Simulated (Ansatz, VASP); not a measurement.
**Be in VASP and in Ansatz**

```
Be
1.0
     0.00000    2.36312    2.36312
     2.36312    0.00000    2.36312
     2.36312    2.36312    0.00000
Be
2
Direct
  0.12500 0.12500 0.12500
  0.87500 0.87500 0.87500
```

Alike in both runs: task single point; functional r2SCAN; k mesh 12 × 12 × 12; occupations fermi-dirac, width 0.1 eV; no spin polarisation.

```csv
,VASP,Ansatz
version,VASP 6.6.1,Ansatz 0.2.0
potentials or method,"VASP PAW PBE potentials, release 64 (Be), cutoff 520 eV","plane waves (500 eV) with PAW, scalar-relativistic"
valence electrons in the cell,4,4
```

```csv
,VASP,Ansatz,Ansatz less VASP
pressure (GPa),6.8,6.7,-0.06
```

VASP's potentials were made for PBE, not for r2SCAN.
